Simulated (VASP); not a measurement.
# Te (P3_121) in VASP: single point with PBE

Aim: the single point of Te with PBE.

Program: VASP 6.6.1. These are calculated values, not measurements. Logs are shortened: lines on timing, memory, paths and dates and some standing lists are left out, and cuts for length are marked.

### Step 1. The cell of the first run

The structure is trigonal, space group P3_121 (No. 152). Conventional cell: a = 4.517 Å, b = 4.517 Å, c = 6.003 Å, α = 90.00°, β = 90.00°, γ = 120.00°. Within 3.7 Å of Te (site symmetry 2) lie 6 Te at 2.83 to 3.57 Å.

### Step 2. Single point, PBE (35.35 Å³/atom)

INCAR reads:

```
SYSTEM = Te
PREC = Accurate
ENCUT = 520
EDIFF = 1E-7
ISMEAR = -1
SIGMA = 0.08
LREAL = .FALSE.
LASPH = .TRUE.
NELM = 60
ALGO = Normal
ISIF = 2
LWAVE = .FALSE.
LCHARG = .FALSE.
GGA = PE
NBANDS = 16
```

KPOINTS reads:

```
Automatic mesh
0
G
  9 9 6
  0 0 0
```

POSCAR reads:

```
Te
1.0
    4.5166640738      0.0000000000      0.0000000000
   -2.2583320370      3.9115458283      0.0000000000
    0.0000000000      0.0000000000      6.0029694676
Te
3
Direct
    0.7450000000      0.0000000000      0.3333333333
    0.0000000000      0.7450000000      0.6666666667
    0.2550000000      0.2550000000      0.0000000000
```

Potentials or basis: VASP PAW PBE potentials, release 64 (Te).

Command:

```
$ cat potpaw_PBE.64/Te/POTCAR > POTCAR
$ mpirun -np 1 vasp_std > vasp.out
```

OUTCAR:

```text
SYSTEM = Te
   PREC = Accurate
   ENCUT = 520
   EDIFF = 1E-7
   ISMEAR = -1
   LREAL = .FALSE.
   LASPH = .TRUE.
   NELM = 60
   ISIF = 2
   GGA = PE

 ion  position               nearest neighbor table
   1  0.745  0.000  0.333-   3 2.83   2 2.83   3 3.57   3 3.57   2 3.57   2 3.57
   2  0.000  0.745  0.667-   3 2.83   1 2.83   3 3.57   3 3.57   1 3.57   1 3.57
   3  0.255  0.255  0.000-   1 2.83   2 2.83   2 3.57   1 3.57   1 3.57   2 3.57

  LATTYP: Found a hexagonal cell.
 ALAT       =     4.5166640738
 C/A-ratio  =     1.3290714938

  Lattice vectors:

 A1 = (   4.5166640738,   0.0000000000,   0.0000000000)
 A2 = (  -2.2583320370,   3.9115458283,   0.0000000000)
 A3 = (   0.0000000000,   0.0000000000,   6.0029694676)

Analysis of symmetry for initial positions (statically):
=====================================================================
 Subroutine PRICEL returns:
 Original cell was already a primitive cell.

 Routine SETGRP: Setting up the symmetry group for a
 hexagonal supercell.

 Subroutine GETGRP returns: Found  6 space group operations
 (whereof  2 operations were pure point group operations)
 out of a pool of 24 trial point group operations.

The static configuration has the point symmetry C_2 .
 The point group associated with its full space group is D_3 .

Analysis of symmetry for dynamics (positions and initial velocities):
=====================================================================
 Subroutine PRICEL returns:
 Original cell was already a primitive cell.

 Routine SETGRP: Setting up the symmetry group for a
 hexagonal supercell.

 Subroutine GETGRP returns: Found  6 space group operations
 (whereof  2 operations were pure point group operations)
 out of a pool of 24 trial point group operations.

The dynamic configuration has the point symmetry C_2 .
 The point group associated with its full space group is D_3 .

 Subroutine INISYM returns: Found  6 space group operations
 (whereof  2 operations are pure point group operations),
 and found     1 'primitive' translations

----------------------------------------------------------------------------------------

                                     Primitive cell

  volume of cell :     106.0553

  direct lattice vectors                    reciprocal lattice vectors
     4.516664074  0.000000000  0.000000000     0.221402341  0.127826701  0.000000000
    -2.258332037  3.911545828  0.000000000     0.000000000  0.255653402  0.000000000
     0.000000000  0.000000000  6.002969468     0.000000000  0.000000000  0.166584222
[... 88 lines left out ...]
   EDIFFG = 0.1E-05   stopping-criterion for IOM
   NSW    =      0    number of steps for IOM
   IBRION =     -1    ionic relax: 0-MD 1-quasi-New 2-CG
   NFREE  =      0    steps in history (QN), initial steepest desc. (CG)
   ISIF   =      2    stress and relaxation
   ISYM   =      2    0-nonsym 1-usesym 2-fastsym
   POTIM  = 0.5000    time-step for ionic-motion
   TEBEG  =    0.0;   TEEND  =   0.0 temperature during run
   PSTRESS=    0.0 pullay stress
   NELECT =      18.0000    total number of electrons
   NUPDOWN=      -1.0000    fix difference up-down
   EMIN   =  10.00;   EMAX   =-10.00  energy-range for DOS
   EFERMI =   0.00;   METHOD = LEGACY
   ISMEAR =    -1;   SIGMA  =   0.08  broadening in eV -4-tet -1-fermi 0-gaus
   EFERMI_NEDOS =   21; number of points for ismear=-14 and -15
   IALGO  =     38    algorithm
   IMIX   =      4    mixing-type and parameters
     AMIX     =   0.40;   BMIX     =  1.00
     AMIX_MAG =   1.60;   BMIX_MAG =  1.00
  volume/ion in A,a.u.               =      35.35       238.57
  Fermi-wavevector in a.u.,A,eV,Ry     =   0.906403  1.712854 11.178101  0.821567
  Thomas-Fermi vector in A             =   2.030087
   LORBIT       =      0    0 simple, 1 ext, 2 COOP (PROOUT), +10 PAW based schemes
   GGA     = PE    functional components
   LHFCALC =     F    Hartree Fock is set to
   AEXX    =    0.0000 exact exchange contribution
   IVDW    =     0    specifies the selected vdW correction
   LEPSILON=     F    determine dielectric tensor
   LRPA    =     F    only Hartree local field effects (RPA)
 non-spin polarized calculation
  energy-cutoff  :      520.00
  volume of cell :      106.06
 maximum number of plane-waves:      2896
 NGX is ok and might be reduce to    36
   NGX = 17   NGY = 17   NGZ = 23

 number of electron      17.9999999 magnetization

 Free energy of the ion-electron system (eV)
  ---------------------------------------------------
  ext. energy  EPLUGINS =         0.00000000
  ---------------------------------------------------
  free energy    TOTEN  =        -9.40348052 eV

  energy without entropy =       -9.40129408  energy(sigma->0) =       -9.40238730

 E-fermi :   5.5420     XC(G=0):  -8.8676

 val. band max:        5.5354617447   @ k =   0.3333   0.3333   0.5000
 cond. band min:       6.0632730308   @ k =   0.0000   0.0000   0.5000
 fundamental gap:      0.5278112861
 Fermi energy:         5.5419972429

 k-point     1 :       0.0000    0.0000    0.0000
  band No.  band energies     occupation
      1      -8.0324      2.00000
      2      -4.8130      2.00000
      3      -4.8130      2.00000
      4       2.4465      2.00000
      5       2.6138      2.00000
      6       2.6138      2.00000
[... 433 lines left out ...]
      3      -4.2815      2.00000
      4       1.0310      2.00000
      5       1.4357      2.00000
      6       2.4620      2.00000
[... 8 lines left out ...]
     15      11.9969      0.00000
     16      12.3639      0.00000

 [... further k-points ...]

------------------------ aborting loop because EDIFF is reached ----------------------------------------

  FORCE on cell =-STRESS in cart. coord.  units (eV):
  Direction    XX          YY          ZZ          XY          YZ          ZX
  --------------------------------------------------------------------------------------
  -------------------------------------------------------------------------------------
  Total        0.7382638      0.7382638      0.7975192     -0.0000000      0.0000000     -0.0000000
  in kB       11.1529517     11.1529517     12.0481225     -0.0000000      0.0000000     -0.0000000
  external PRESSURE =      11.4513420 kB  Pullay stress =       0.0000000 kB

 VOLUME and BASIS-vectors are now :
 -----------------------------------------------------------------------------
  energy-cutoff  :      520.00
  volume of cell :      106.06
      direct lattice vectors                 reciprocal lattice vectors
     4.516664074  0.000000000  0.000000000     0.221402341  0.127826701  0.000000000
    -2.258332037  3.911545828  0.000000000     0.000000000  0.255653402  0.000000000
     0.000000000  0.000000000  6.002969468     0.000000000  0.000000000  0.166584222

 POSITION                                       TOTAL-FORCE (eV/Angst)
 -----------------------------------------------------------------------------------
      3.36491      0.00000      2.00099        -0.361263      0.000000      0.000000
     -1.68246      2.91410      4.00198         0.180632     -0.312863      0.000000
      0.57587      0.99744      0.00000         0.180632      0.312863      0.000000
 -----------------------------------------------------------------------------------
    total drift:                                0.000000      0.000000     -0.000000

  FREE ENERGIE OF THE ION-ELECTRON SYSTEM (eV)
  ---------------------------------------------------
  free  energy   TOTEN  =        -9.4034805198 eV

  energy  without entropy=       -9.4012940780  energy(sigma->0) =       -9.40238730
```

OSZICAR:

```text
N       E                     dE             d eps       ncg     rms          rms(c)
DAV:   1     0.741096060430E+02    0.74110E+02   -0.65047E+03  1984   0.895E+02
DAV:   2    -0.463664348214E+01   -0.78746E+02   -0.74905E+02  2600   0.135E+02
DAV:   3    -0.934108224871E+01   -0.47044E+01   -0.46779E+01  2448   0.370E+01
DAV:   4    -0.942860931419E+01   -0.87527E-01   -0.87506E-01  3056   0.582E+00
DAV:   5    -0.942954250628E+01   -0.93319E-03   -0.93319E-03  2624   0.519E-01    0.118E+01
DAV:   6    -0.940807965172E+01    0.21463E-01   -0.20646E-02  2552   0.845E-01    0.751E+00
DAV:   7    -0.940436824848E+01    0.37114E-02   -0.46479E-02  2472   0.128E+00    0.312E-01
DAV:   8    -0.940340350521E+01    0.96474E-03   -0.87783E-03  2296   0.513E-01    0.186E-01
DAV:   9    -0.940343785673E+01   -0.34352E-04   -0.25995E-04  2952   0.101E-01    0.123E-01
DAV:  10    -0.940348651510E+01   -0.48658E-04   -0.59533E-05  2440   0.481E-02    0.174E-02
DAV:  11    -0.940348029948E+01    0.62156E-05   -0.19396E-05  2584   0.267E-02    0.157E-02
DAV:  12    -0.940348034716E+01   -0.47674E-07   -0.25129E-06  2752   0.891E-03    0.325E-03
DAV:  13    -0.940348050220E+01   -0.15504E-06   -0.57336E-07  2408   0.435E-03    0.427E-03
DAV:  14    -0.940348051984E+01   -0.17643E-07   -0.58007E-08  1888   0.140E-03
   1 F= -.94034805E+01 E0= -.94023873E+01  d E =-.218644E-02
```

stdout:

```text
POSCAR found type information on POSCAR Te
 POSCAR found :  1 types and       3 ions
 scaLAPACK will be used
 LDA part: xc-table for (Slater+PW92), standard interpolation
 POSCAR, INCAR and KPOINTS ok, starting setup
 FFT: planning ... GRIDC
 FFT: planning ... GRID_SOFT
 FFT: planning ... GRID
 WAVECAR not read
 entering main loop
```

Wall time 41 s (1 thread of Intel Xeon 6975P-C (Granite Rapids), shared host); peak memory 0.27 GiB.

What came out:

```yaml
Free_energy: -9.4035 eV
Pressure: 1.1 GPa
Largest_force: 0.361 eV/Å
Band_gap_on_the_k_mesh: 0.15 eV
```

Forces in eV/Å, atoms in the order of the input:
```
Te  -0.361  0.000  0.000
Te   0.181 -0.313  0.000
Te   0.181  0.313  0.000
```

Stress tensor (GPa, compression positive):
```
1.12 0.00 0.00
0.00 1.12 0.00
0.00 0.00 1.20
```

Levels at points of the mesh, in eV from the valence-band top:
| k point | band 6 | band 7 | band 8 | band 9 | band 10 | band 11 | band 12 | band 13 |
| --- | --- | --- | --- | --- | --- | --- | --- | --- |
| (0.00, 0.00, 0.00) | -2.77 | -1.51 | -1.51 | -0.53 | 1.08 | 1.08 | 1.78 | 5.02 |
| (0.00, 0.00, 0.50) | -2.52 | -1.24 | -1.00 | -1.00 | 0.68 | 0.81 | 0.81 | 4.20 |

Caveat: spin-orbit coupling is left out, which moves the levels of the heavy elements. A k mesh can miss the band edges.

The gap in the log of VASP goes by the Fermi energy; the results here count the filled bands.